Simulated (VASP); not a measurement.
Wanted: the native input for a VASP 6.6.1 run.

| Quantity | Value |
| --- | --- |
| Task | single point |
| Functional | PBE |
| Dispersion | D3(BJ) |
| Potentials or basis | VASP PAW PBE potentials, release 64 (W_sv, S) |
| Cutoff | 520 eV |
| k mesh | 12 × 12 × 4 |
| Occupations | gaussian, width 0.05 eV |
| Spin | no spin polarisation |
| Dipole correction | no |
| Further INCAR settings | ALGO = Normal; EDIFF = 1e-07; NBANDS = 35 |

The structure of WS2 lies in POSCAR:

```
WS2
1.0
    3.2803744305      0.0000000000      0.0000000000
   -1.6401872153      2.8408875907      0.0000000000
    0.0000000000      0.0000000000     12.1399091344
W S
2 4
Direct
    0.3333333333      0.6666666667      0.2500000000
    0.6666666667      0.3333333333      0.7500000000
    0.3333333333      0.6666666667      0.6202874207
    0.6666666667      0.3333333333      0.1202874207
    0.3333333333      0.6666666667      0.8797125793
    0.6666666667      0.3333333333      0.3797125793
```

This cell differs from its parent crystal: strain +0.040 along x and y, +0.000 along z.

The input as run:

INCAR

```
PREC = Accurate ; ENCUT = 520
EDIFF = 1E-7 ; ISMEAR = 0
SIGMA = 0.05 ; LREAL = False
LASPH = True ; NELM = 100
ALGO = Normal ; ISIF = 2
LWAVE = False ; LCHARG = True
GGA = PE ; IVDW = 12
LELF = True ; LVHAR = True
NBANDS = 35
```

KPOINTS

```
regular mesh
0
Gamma
  12 12 4
```

Potentials or basis: VASP PAW PBE potentials, release 64 (W_sv, S).

Command:

```console
$ cat potpaw_PBE.64/W_sv/POTCAR potpaw_PBE.64/S/POTCAR > POTCAR
$ mpirun -np 1 vasp_std > vasp.out
```

Results of the run:

```json
{
  "Pressure": "-10.8 GPa",
  "Largest force": "0.781 eV/Å",
  "Band gap on the k mesh": "0.79 eV, indirect (least direct gap 1.45 eV)",
  "Dispersion energy per atom": "-0.401 eV"
}
```

Caveat: the cell differs from its parent crystal (strain +0.040 along x and y, +0.000 along z); spin-orbit coupling is left out, which moves the levels of the heavy elements.

It took 4.6 min on 1 thread of Intel(R) Xeon(R) Platinum 8175M CPU @ 2.50GHz (Skylake/Cascade Lake), with other jobs on the host, peak memory 0.34 GiB.
